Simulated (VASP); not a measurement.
# S (Fd-3m) in VASP: notebook

S is run at these levels: PBEsol; tasks: density of states.

Everything below comes from runs of VASP 6.6.1. Logs are shortened: lines on timing, memory, paths and dates and some standing lists are left out, and cuts for length are marked.

### Step 1. The cell of the first run

It takes space group Fd-3m (No. 227, cubic). Conventional cell: a = 5.185 Å, b = 5.185 Å, c = 5.185 Å, α = 90.00°, β = 90.00°, γ = 90.00°. S (site symmetry -43m) has 4 S at 2.25 Å within 3.0 Å.

### Step 2. Density of states, PBEsol (volume scaled by 0.76)

File POSCAR:

```
S
1.0
    0.0000000000      2.5923970294      2.5923970294
    2.5923970294      0.0000000000      2.5923970294
    2.5923970294      2.5923970294      0.0000000000
S
2
Direct
   -0.1250000000     -0.1250000000     -0.1250000000
    0.1250000000      0.1250000000      0.1250000000
```

File INCAR.step1:

```
ALGO = Normal ; EDIFF = 1E-6
ENCUT = 520 ; GGA = PS
ISIF = 2 ; ISMEAR = -1
LASPH = True ; LCHARG = True
LREAL = False ; LWAVE = False
NBANDS = 13 ; NELM = 60
PREC = Accurate ; SIGMA = 0.05
```

File KPOINTS.step1:

```
k-points
0
Gamma
  13 13 13
```

File INCAR.step2:

```
ALGO = Normal ; EDIFF = 1E-6
ENCUT = 520 ; GGA = PS
ICHARG = 11 ; ISIF = 2
ISMEAR = -5 ; LASPH = True
LCHARG = False ; LORBIT = 11
LREAL = False ; LWAVE = False
NBANDS = 13 ; NEDOS = 1001
NELM = 60 ; PREC = Accurate
SIGMA = 0.05
```

File KPOINTS.step2:

```
k-points
0
Gamma
  20 20 20
```

Potentials or basis: VASP PAW PBE potentials, release 64 (S).

Run with:

```bash
$ cat potpaw_PBE.64/S/POTCAR > POTCAR
$ cp INCAR.step1 INCAR
$ cp KPOINTS.step1 KPOINTS
$ mpirun -np 1 vasp_std > vasp.out
$ cp INCAR.step2 INCAR
$ cp KPOINTS.step2 KPOINTS
$ mpirun -np 1 vasp_std > vasp.out
```

OUTCAR:

```text
EDIFF = 1E-6
   ENCUT = 520
   GGA = PS
   ICHARG = 11
   ISIF = 2
   ISMEAR = -5
   LASPH = True
   LORBIT = 11
   LREAL = False
   NELM = 60
   PREC = Accurate

 ion  position               nearest neighbor table
   1  0.875  0.875  0.875-   2 2.25   2 2.25   2 2.25   2 2.25
   2  0.125  0.125  0.125-   1 2.25   1 2.25   1 2.25   1 2.25

  LATTYP: Found a face centered cubic cell.
 ALAT       =     5.1847940588

  Lattice vectors:

 A1 = (   0.0000000000,   2.5923970294,   2.5923970294)
 A2 = (   2.5923970294,   0.0000000000,   2.5923970294)
 A3 = (   2.5923970294,   2.5923970294,   0.0000000000)

Analysis of symmetry for initial positions (statically):
=====================================================================
 Subroutine PRICEL returns:
 Original cell was already a primitive cell.

 Routine SETGRP: Setting up the symmetry group for a
 face centered cubic supercell.

 Subroutine GETGRP returns: Found 48 space group operations
 (whereof 12 operations were pure point group operations)
 out of a pool of 48 trial point group operations.

The static configuration has the point symmetry D_3d.
 The point group associated with its full space group is O_h .

Analysis of symmetry for dynamics (positions and initial velocities):
=====================================================================
 Subroutine PRICEL returns:
 Original cell was already a primitive cell.

 Routine SETGRP: Setting up the symmetry group for a
 face centered cubic supercell.

 Subroutine GETGRP returns: Found 48 space group operations
 (whereof 12 operations were pure point group operations)
 out of a pool of 48 trial point group operations.

The dynamic configuration has the point symmetry D_3d.
 The point group associated with its full space group is O_h .

 Subroutine INISYM returns: Found 48 space group operations
 (whereof 12 operations are pure point group operations),
 and found     1 'primitive' translations

----------------------------------------------------------------------------------------

                                     Primitive cell

  volume of cell :      34.8445

  direct lattice vectors                    reciprocal lattice vectors
     0.000000000  2.592397029  2.592397029    -0.192871691  0.192871691  0.192871691
     2.592397029  0.000000000  2.592397029     0.192871691 -0.192871691  0.192871691
     2.592397029  2.592397029  0.000000000     0.192871691  0.192871691 -0.192871691

  length of vectors
     3.666203038  3.666203038  3.666203038     0.334063569  0.334063569  0.334063569

  position of ions in fractional coordinates (direct lattice)
     0.875000000  0.875000000  0.875000000
     0.125000000  0.125000000  0.125000000

  ion indices of the primitive-cell ions
   primitive index   ion index
                 1           1
                 2           2

----------------------------------------------------------------------------------------

 KPOINTS: k-points

Automatic generation of k-mesh.
 Grid dimensions read from file:
 generate k-points for:   20   20   20

 Generating k-lattice:

  Cartesian coordinates                     Fractional coordinates (reciprocal lattice)
    -0.009643585  0.009643585  0.009643585     0.050000000  0.000000000  0.000000000
     0.009643585 -0.009643585  0.009643585     0.000000000  0.050000000  0.000000000
     0.009643585  0.009643585 -0.009643585     0.000000000  0.000000000  0.050000000

  Length of vectors
     0.016703178  0.016703178  0.016703178

  Shift w.r.t. Gamma in fractional coordinates (k-lattice)
     0.000000000  0.000000000  0.000000000

 TETIRR: Found   1093 inequivalent tetrahedra from    48000

 Subroutine IBZKPT returns following result:
 ===========================================

 Found    256 irreducible k-points:

 Following reciprocal coordinates:
            Coordinates               Weight
  0.000000  0.000000  0.000000      1.000000
  0.050000  0.000000  0.000000      8.000000
  0.100000  0.000000  0.000000      8.000000
  0.150000  0.000000  0.000000      8.000000
  0.200000  0.000000  0.000000      8.000000
  0.250000  0.000000  0.000000      8.000000
[... 16 lines left out ...]
 -0.400000  0.050000  0.000000     24.000000
 -0.350000  0.050000  0.000000     24.000000
 [... further k-points ...]
   k-points           NKPTS =    256   k-points in BZ     NKDIM =    256   number of bands    NBANDS=     13
   number of dos      NEDOS =   1001   number of ions     NIONS =      2
   total plane-waves  NPLWV =  21952
   dimension x,y,z NGX =    28 NGY =   28 NGZ =   28
   dimension x,y,z NGXF=    56 NGYF=   56 NGZF=   56
   ions per type =               2
   NGX,Y,Z   is equivalent  to a cutoff of  12.70, 12.70, 12.70 a.u.
   NGXF,Y,Z  is equivalent  to a cutoff of  25.39, 25.39, 25.39 a.u.
 SYSTEM =  unknown system
   PREC   = accura    normal or accurate (medium, high low for compatibility)
   ISTART =      0    job   : 0-new  1-cont  2-samecut
   ICHARG =     11    charge: 1-file 2-atom 10-const
   ISPIN  =      1    spin polarized calculation?
   LNONCOLLINEAR =      F non collinear calculations
   LSORBIT =      F    spin-orbit coupling
   LASPH  =      T    aspherical Exc in radial PAW
   ENCUT  =  520.0 eV  38.22 Ry    6.18 a.u.   6.82  6.82  6.82*2*pi/ulx,y,z
   NELM   =     60;   NELMIN=  2; NELMDL=  0     # of ELM steps
   EDIFF  = 0.1E-05   stopping-criterion for ELM
   LREAL  =      F    real-space projection
   EDIFFG = 0.1E-04   stopping-criterion for IOM
   NSW    =      0    number of steps for IOM
   IBRION =     -1    ionic relax: 0-MD 1-quasi-New 2-CG
   NFREE  =      0    steps in history (QN), initial steepest desc. (CG)
   ISIF   =      2    stress and relaxation
   ISYM   =      2    0-nonsym 1-usesym 2-fastsym
   POTIM  = 0.5000    time-step for ionic-motion
   TEBEG  =    0.0;   TEEND  =   0.0 temperature during run
   PSTRESS=    0.0 pullay stress
   NELECT =      12.0000    total number of electrons
   NUPDOWN=      -1.0000    fix difference up-down
   EMIN   =  10.00;   EMAX   =-10.00  energy-range for DOS
   EFERMI =   0.00;   METHOD = LEGACY
   ISMEAR =    -5;   SIGMA  =   0.05  broadening in eV -4-tet -1-fermi 0-gaus
   EFERMI_NEDOS =   21; number of points for ismear=-14 and -15
   IALGO  =     38    algorithm
   IMIX   =      4    mixing-type and parameters
     AMIX     =   0.40;   BMIX     =  1.00
     AMIX_MAG =   1.60;   BMIX_MAG =  1.00
  volume/ion in A,a.u.               =      17.42       117.57
  Fermi-wavevector in a.u.,A,eV,Ry     =   1.147512  2.168482 17.915917  1.316783
  Thomas-Fermi vector in A             =   2.284191
   LORBIT       =     11    0 simple, 1 ext, 2 COOP (PROOUT), +10 PAW based schemes
   GGA     = PS    functional components
   LHFCALC =     F    Hartree Fock is set to
   AEXX    =    0.0000 exact exchange contribution
   IVDW    =     0    specifies the selected vdW correction
   LEPSILON=     F    determine dielectric tensor
   LRPA    =     F    only Hartree local field effects (RPA)
 non-spin polarized calculation
 Fermi weights with tetrahedron method with Bloechl corrections
  energy-cutoff  :      520.00
  volume of cell :       34.84
 maximum number of plane-waves:       960

 number of electron      11.9999999 magnetization

 Free energy of the ion-electron system (eV)
  ---------------------------------------------------
  ext. energy  EPLUGINS =         0.00000000
  ---------------------------------------------------
  free energy    TOTEN  =        -6.32029176 eV

  energy without entropy =       -6.32029176  energy(sigma->0) =       -6.32029176

 E-fermi :   7.1767     XC(G=0): -10.4251

 val. band max:        7.2074887064   @ k =  -0.4000   0.1000   0.0000
 cond. band min:       7.1011097369   @ k =  -0.2000   0.2000   0.0000
 fundamental gap:     -0.1063789695
 Fermi energy:         7.1766909802

 k-point     1 :       0.0000    0.0000    0.0000
  band No.  band energies     occupation
      1     -11.4035      2.00000
      2      -0.0405      2.00000
      3       1.9944      2.00000
      4       1.9944      2.00000
      5       1.9944      2.00000
      6       5.6767      2.00000
      7       5.6767      2.00000
      8       5.6767      2.00000
      9      12.8661      0.00000
     10      14.2618      0.00000
     11      14.2618      0.00000
     12      17.9516      0.00000
     13      17.9516      0.00000

 k-point     2 :       0.0500    0.0000    0.0000
  band No.  band energies     occupation
      1     -11.3737      2.00000
      2      -0.3372      2.00000
      3       1.9555      2.00000
      4       1.9555      2.00000
      5       2.1907      2.00000
      6       5.7368      2.00000
      7       5.7368      2.00000
      8       5.7442      2.00000
      9      12.9828      0.00000
     10      14.1702      0.00000
     11      14.1702      0.00000
     12      17.8499      0.00000
     13      18.1488      0.00000

 k-point     3 :       0.1000    0.0000    0.0000
  band No.  band energies     occupation
      1     -11.2848      2.00000
      2      -0.9935      2.00000
      3       1.8490      2.00000
      4       1.8490      2.00000
      5       2.5285      2.00000
      6       5.9030      2.00000
      7       5.9030      2.00000
      8       5.9760      2.00000
      9      13.3078      0.00000
     10      13.9605      0.00000
     11      13.9605      0.00000
     12      17.6089      0.00000
     13      18.6733      0.00000
[... 305 lines left out ...]
 k-point    23 :      -0.4000    0.0500    0.0000
  band No.  band energies     occupation
      1      -9.7075      2.00000
      2      -5.5009      2.00000
      3       0.6703      2.00000
      4       1.0005      2.00000
      5       2.7832      2.00000
      6       7.1334      1.99182
      7       7.1758      0.35359
      8      10.4309      0.00000
      9      14.5605      0.00000
     10      14.5998      0.00000
     11      15.4811      0.00000
     12      16.5819      0.00000
     13      18.0840      0.00000

 k-point    24 :      -0.3500    0.0500    0.0000
  band No.  band energies     occupation
      1      -9.9805      2.00000
      2      -5.0000      2.00000
      3       0.7334      2.00000
      4       1.1078      2.00000
      5       2.8466      2.00000
      6       7.0128      2.00048
      7       7.1311      1.27211
      8       9.7197      0.00000
      9      13.9922      0.00000
     10      14.5553      0.00000
     11      14.9235      0.00000
     12      17.2869      0.00000
     13      19.0158      0.00000

 [... further k-points ...]
[... 5 lines left out ...]
  --------------------------------------------------------------------------------------
  -------------------------------------------------------------------------------------
  Total        4.5459674      4.5459674      4.5459674      0.0000000     -0.0000000      0.0000000
  in kB      209.0269849    209.0269849    209.0269849      0.0000000     -0.0000000      0.0000000
  external PRESSURE =     209.0269849 kB  Pullay stress =       0.0000000 kB

 VOLUME and BASIS-vectors are now :
 -----------------------------------------------------------------------------
  energy-cutoff  :      520.00
  volume of cell :       34.84
      direct lattice vectors                 reciprocal lattice vectors
     0.000000000  2.592397029  2.592397029    -0.192871691  0.192871691  0.192871691
     2.592397029  0.000000000  2.592397029     0.192871691 -0.192871691  0.192871691
     2.592397029  2.592397029  0.000000000     0.192871691  0.192871691 -0.192871691

 POSITION                                       TOTAL-FORCE (eV/Angst)
 -----------------------------------------------------------------------------------
      4.53669      4.53669      4.53669        -0.000000     -0.000000     -0.000000
      0.64810      0.64810      0.64810         0.000000      0.000000      0.000000
 -----------------------------------------------------------------------------------
    total drift:                                0.000000     -0.000000     -0.000000

  FREE ENERGIE OF THE ION-ELECTRON SYSTEM (eV)
  ---------------------------------------------------
  free  energy   TOTEN  =        -6.3202917608 eV

  energy  without entropy=       -6.3202917608  energy(sigma->0) =       -6.32029176

 total charge

# of ion       s       p       d       tot
------------------------------------------
    1        1.451   2.109   0.000   3.560
    2        1.451   2.109   0.000   3.560
--------------------------------------------------
tot          2.902   4.218   0.000   7.120
```

It took 47 s on 1 thread of AMD EPYC 9R45 (Zen 5), shared host; peak memory 0.17 GiB.

Results:

- Valence electrons inside the program's atomic spheres: S 3.56

Levels at points of the mesh, in eV from the Fermi level:
```csv
k point,band 4,band 5,band 6,band 7,band 8,band 9
"(0.00, 0.00, 0.00)",-5.18,-5.18,-1.50,-1.50,-1.50,5.69
"(0.50, 0.00, 0.00)",-6.24,-4.73,-0.01,-0.01,3.92,7.77
"(0.50, 0.50, 0.00)",-7.51,-2.68,-2.68,3.89,3.89,7.57
```

Caveat: the PAW data sets were made with another functional, which shifts forces and pressure a little; tetrahedron occupations give inexact forces and stress in metals.

(Continued in part 2 of 2.)
